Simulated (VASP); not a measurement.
# SrTiO3 (Pm-3m) in VASP: single point with PBEsol

Aim: the single point of SrTiO3 with PBEsol.

All numbers are computed with VASP 6.6.1; they aren't measurements. Logs are shortened: lines on timing, memory, paths and dates and some standing lists are left out, and cuts for length are marked.

### 1 The cell of the first run

It takes space group Pm-3m (No. 221, cubic). Conventional cell: a = 3.891 Å, b = 3.891 Å, c = 3.891 Å, α = 90.00°, β = 90.00°, γ = 90.00°. Sr (site symmetry m-3m) has 12 O at 2.75 Å and 8 Ti at 3.37 Å within 3.6 Å. Ti (site symmetry m-3m) has 6 O at 1.95 Å within 2.6 Å. O (site symmetry 4/mmm) has 2 Ti at 1.95 Å within 2.6 Å.

### 2 Single point, PBEsol, non-collinear spin, zero start, spin-orbit coupling

INCAR

```
SYSTEM = SrTiO3
PREC = Accurate ; ENCUT = 600
EDIFF = 1E-6 ; ISMEAR = 0
SIGMA = 0.02 ; LREAL = .FALSE.
LASPH = .TRUE. ; NELM = 200
ALGO = Normal ; ISIF = 2
LWAVE = .FALSE. ; LCHARG = .TRUE.
LNONCOLLINEAR = .TRUE. ; MAGMOM = 0 0 0 0 0 0 0 0 0 0 0 0 0 0 0
LORBIT = 11 ; LSORBIT = .TRUE.
GGA_COMPAT = .FALSE. ; LORBMOM = .TRUE.
LMAXMIX = 4 ; GGA = PS
LVHAR = .TRUE. ; NBANDS = 55
```

KPOINTS

```
regular mesh
0
G
  8 8 8
  0 0 0
```

POSCAR

```
SrTiO3
1.0
    3.8911252391      0.0000000000      0.0000000000
    0.0000000000      3.8911252391      0.0000000000
    0.0000000000      0.0000000000      3.8911252391
Sr Ti O
1 1 3
Direct
    0.0000000000      0.0000000000      0.0000000000
    0.5000000000      0.5000000000      0.5000000000
    0.5000000000      0.0000000000      0.5000000000
    0.5000000000      0.5000000000      0.0000000000
    0.0000000000      0.5000000000      0.5000000000
```

Potentials or basis: VASP PAW PBE potentials, release 64 (Sr_sv, Ti_sv, O).

On the command line:

```bash
> cat potpaw_PBE.64/Sr_sv/POTCAR potpaw_PBE.64/Ti_sv/POTCAR potpaw_PBE.64/O/POTCAR > POTCAR
> mpirun -np 1 vasp_ncl > vasp.out
```

OUTCAR:

```text
SYSTEM = SrTiO3
   PREC = Accurate
   ENCUT = 600
   EDIFF = 1E-6
   ISMEAR = 0
   LREAL = .FALSE.
   LASPH = .TRUE.
   NELM = 200
   ISIF = 2
   LNONCOLLINEAR = .TRUE.
   LORBIT = 11
   LSORBIT = .TRUE.
   GGA = PS

 ion  position               nearest neighbor table
   1  0.000  0.000  0.000-   3 2.75   4 2.75   5 2.75   3 2.75   5 2.75   4 2.75   5 2.75   5 2.75
                             3 2.75   4 2.75   3 2.75   4 2.75   2 3.37   2 3.37   2 3.37   2 3.37
   2  0.500  0.500  0.500-   3 1.95   4 1.95   5 1.95   4 1.95   3 1.95   5 1.95   1 3.37   1 3.37
                             1 3.37   1 3.37   1 3.37   1 3.37   1 3.37   1 3.37
   3  0.500  0.000  0.500-   2 1.95   2 1.95   1 2.75   1 2.75   1 2.75   1 2.75
   4  0.500  0.500  0.000-   2 1.95   2 1.95   1 2.75   1 2.75   1 2.75   1 2.75
   5  0.000  0.500  0.500-   2 1.95   2 1.95   1 2.75   1 2.75   1 2.75   1 2.75

  LATTYP: Found a simple cubic cell.
 ALAT       =     3.8911252391

  Lattice vectors:

 A1 = (   3.8911252391,   0.0000000000,   0.0000000000)
 A2 = (   0.0000000000,   3.8911252391,   0.0000000000)
 A3 = (   0.0000000000,   0.0000000000,   3.8911252391)

Analysis of symmetry for initial positions (statically):
=====================================================================
 Subroutine PRICEL returns:
 Original cell was already a primitive cell.

 Routine SETGRP: Setting up the symmetry group for a
 simple cubic supercell.

 Subroutine GETGRP returns: Found 48 space group operations
 (whereof 48 operations were pure point group operations)
 out of a pool of 48 trial point group operations.

The static configuration has the point symmetry O_h .

Analysis of symmetry for dynamics (positions and initial velocities):
=====================================================================
 Subroutine PRICEL returns:
 Original cell was already a primitive cell.

 Routine SETGRP: Setting up the symmetry group for a
 simple cubic supercell.

 Subroutine GETGRP returns: Found 48 space group operations
 (whereof 48 operations were pure point group operations)
 out of a pool of 48 trial point group operations.

The dynamic configuration has the point symmetry O_h .

Analysis of structural, dynamic, and magnetic symmetry:
=====================================================================
 Subroutine PRICEL returns:
 Original cell was already a primitive cell.

 Routine SETGRP: Setting up the symmetry group for a
 simple cubic supercell.

 Subroutine GETGRP returns: Found 48 space group operations
 (whereof 48 operations were pure point group operations)
 out of a pool of 48 trial point group operations.

The overall configuration has the point symmetry O_h .

 Subroutine INISYM returns: Found 48 space group operations
 (whereof 48 operations are pure point group operations),
 and found     1 'primitive' translations

----------------------------------------------------------------------------------------

                                     Primitive cell

  volume of cell :      58.9150

  direct lattice vectors                    reciprocal lattice vectors
     3.891125239  0.000000000  0.000000000     0.256995069  0.000000000  0.000000000
     0.000000000  3.891125239  0.000000000     0.000000000  0.256995069  0.000000000
     0.000000000  0.000000000  3.891125239     0.000000000  0.000000000  0.256995069

  length of vectors
     3.891125239  3.891125239  3.891125239     0.256995069  0.256995069  0.256995069

  position of ions in fractional coordinates (direct lattice)
     0.000000000  0.000000000  0.000000000
     0.500000000  0.500000000  0.500000000
     0.500000000  0.000000000  0.500000000
     0.500000000  0.500000000  0.000000000
     0.000000000  0.500000000  0.500000000

  ion indices of the primitive-cell ions
   primitive index   ion index
                 1           1
                 2           2
                 3           3
                 4           4
                 5           5

----------------------------------------------------------------------------------------

 KPOINTS: regular mesh

[... 127 lines left out ...]

 k-point     1 :       0.0000    0.0000    0.0000
  band No.  band energies     occupation
      1     -52.0446      1.00000
      2     -52.0446      1.00000
      3     -28.8439      1.00000
      4     -28.8439      1.00000
      5     -28.4957      1.00000
      6     -28.4957      1.00000
[... 1309 lines left out ...]
     51      12.3532      0.00000
     52      12.3532      0.00000

 [... further k-points ...]

 [bands above 52 left out]

------------------------ aborting loop because EDIFF is reached ----------------------------------------

  FORCE on cell =-STRESS in cart. coord.  units (eV):
  Direction    XX          YY          ZZ          XY          YZ          ZX
  --------------------------------------------------------------------------------------
  -------------------------------------------------------------------------------------
  Total        0.1910060      0.1910060      0.1910060     -0.0000000     -0.0000000     -0.0000000
  in kB        5.1943600      5.1943600      5.1943600     -0.0000000     -0.0000000     -0.0000000
  external PRESSURE =       5.1943600 kB  Pullay stress =       0.0000000 kB

 VOLUME and BASIS-vectors are now :
 -----------------------------------------------------------------------------
  energy-cutoff  :      600.00
  volume of cell :       58.91
      direct lattice vectors                 reciprocal lattice vectors
     3.891125239  0.000000000  0.000000000     0.256995069  0.000000000  0.000000000
     0.000000000  3.891125239  0.000000000     0.000000000  0.256995069  0.000000000
     0.000000000  0.000000000  3.891125239     0.000000000  0.000000000  0.256995069

 POSITION                                       TOTAL-FORCE (eV/Angst)
 -----------------------------------------------------------------------------------
      0.00000      0.00000      0.00000         0.000000      0.000000      0.000000
      1.94556      1.94556      1.94556         0.000000      0.000000      0.000000
      1.94556      0.00000      1.94556         0.000000      0.000000      0.000000
      1.94556      1.94556      0.00000         0.000000      0.000000      0.000000
      0.00000      1.94556      1.94556         0.000000      0.000000      0.000000
 -----------------------------------------------------------------------------------
    total drift:                                0.000000     -0.000000     -0.000000

  FREE ENERGIE OF THE ION-ELECTRON SYSTEM (eV)
  ---------------------------------------------------
  free  energy   TOTEN  =       -42.1142248559 eV

  energy  without entropy=      -42.1142248559  energy(sigma->0) =      -42.11422486

 orbital moment (x)

 # of ion     p       d       tot
 ----------------------------------------
  1         0.000  -0.000  -0.000
  2         0.000  -0.000  -0.000
  3         0.000   0.000   0.000
  4         0.000   0.000   0.000
  5         0.000   0.000   0.000
 ----------------------------------------
            0.000  -0.000  -0.000

 orbital moment (y)

 # of ion     p       d       tot
 ----------------------------------------
  1         0.000   0.000   0.000
  2         0.000  -0.000  -0.000
  3         0.000   0.000   0.000
  4         0.000   0.000   0.000
  5         0.000   0.000   0.000
 ----------------------------------------
            0.000  -0.000   0.000

 orbital moment (z)

 # of ion     p       d       tot
 ----------------------------------------
  1         0.000   0.000   0.000
  2         0.000   0.000   0.000
  3         0.000   0.000   0.000
  4         0.000   0.000   0.000
  5         0.000   0.000   0.000
 ----------------------------------------
            0.000   0.000   0.000

 Spin-Orbit-Coupling matrix elements

 Ion:    1  E_soc:     -0.1759499
 l=   1
     0.0000000    -0.0293053    -0.0293053
    -0.0293053     0.0000000    -0.0293053
    -0.0293053    -0.0293053     0.0000000
 l=   2
     0.0000000    -0.0000045     0.0000000    -0.0000045    -0.0000153
    -0.0000045     0.0000000    -0.0000115    -0.0000045    -0.0000038
     0.0000000    -0.0000115     0.0000000    -0.0000115     0.0000000
    -0.0000045    -0.0000045    -0.0000115     0.0000000    -0.0000038
    -0.0000153    -0.0000038     0.0000000    -0.0000038     0.0000000
 l=   3
     0.0000000     0.0000000     0.0000000     0.0000000     0.0000000     0.0000000     0.0000000
     0.0000000     0.0000000     0.0000000     0.0000000     0.0000000     0.0000000     0.0000000
     0.0000000     0.0000000     0.0000000     0.0000000     0.0000000     0.0000000     0.0000000
     0.0000000     0.0000000     0.0000000     0.0000000     0.0000000     0.0000000     0.0000000
[... 69 lines left out ...]
 l=   2
     0.0000000     0.0000000     0.0000000     0.0000000     0.0000000
     0.0000000     0.0000000     0.0000000     0.0000000     0.0000000
     0.0000000     0.0000000     0.0000000     0.0000000     0.0000000
     0.0000000     0.0000000     0.0000000     0.0000000     0.0000000
     0.0000000     0.0000000     0.0000000     0.0000000     0.0000000
 l=   3
     0.0000000     0.0000000     0.0000000     0.0000000     0.0000000     0.0000000     0.0000000
     0.0000000     0.0000000     0.0000000     0.0000000     0.0000000     0.0000000     0.0000000
     0.0000000     0.0000000     0.0000000     0.0000000     0.0000000     0.0000000     0.0000000
     0.0000000     0.0000000     0.0000000     0.0000000     0.0000000     0.0000000     0.0000000
     0.0000000     0.0000000     0.0000000     0.0000000     0.0000000     0.0000000     0.0000000
     0.0000000     0.0000000     0.0000000     0.0000000     0.0000000     0.0000000     0.0000000
     0.0000000     0.0000000     0.0000000     0.0000000     0.0000000     0.0000000     0.0000000

 total charge

# of ion       s       p       d       tot
------------------------------------------
    1        1.998   5.783   0.209   7.990
    2        2.237   6.335   1.787  10.359
    3        1.556   3.479   0.000   5.035
    4        1.556   3.479   0.000   5.035
    5        1.556   3.479   0.000   5.035
--------------------------------------------------
tot          8.904  22.554   1.996  33.454

 magnetization (x)

# of ion       s       p       d       tot
------------------------------------------
    1       -0.000  -0.000  -0.000  -0.000
    2       -0.000   0.000   0.000   0.000
    3        0.000  -0.000   0.000   0.000
    4        0.000  -0.000   0.000  -0.000
    5        0.000  -0.000   0.000  -0.000
--------------------------------------------------
tot          0.000  -0.000  -0.000  -0.000

 magnetization (y)

# of ion       s       p       d       tot
------------------------------------------
    1       -0.000   0.000  -0.000  -0.000
    2       -0.000  -0.000   0.000  -0.000
    3        0.000  -0.000   0.000   0.000
    4       -0.000   0.000   0.000  -0.000
    5       -0.000   0.000   0.000   0.000
--------------------------------------------------
tot         -0.000   0.000  -0.000  -0.000

 magnetization (z)

# of ion       s       p       d       tot
------------------------------------------
    1       -0.000  -0.000   0.000  -0.000
    2       -0.000   0.000  -0.000  -0.000
    3        0.000  -0.000   0.000  -0.000
    4        0.000   0.000   0.000   0.000
    5       -0.000   0.000   0.000   0.000
--------------------------------------------------
tot         -0.000  -0.000  -0.000  -0.000
```

Run time: 6.9 min. Hardware: 1 thread of Intel Xeon 8259CL, shared host; peak memory 0.44 GiB.

Results:

```yaml
Free_energy: -42.1142 eV
Pressure: 0.5 GPa
Net_moment: 0.00 μB per cell
Valence_electrons_inside_the_program's_atomic_spheres: Sr 7.99; Ti 10.36; O 5.04
```

Moments on the atoms (μB; x, y, z):
```
Sr  0.00 0.00 0.00
Ti  0.00 0.00 0.00
O   0.00 0.00 0.00
O   0.00 0.00 0.00
O   0.00 0.00 0.00
```

Caveat: the PAW data sets were made with another functional, which shifts forces and pressure a little.
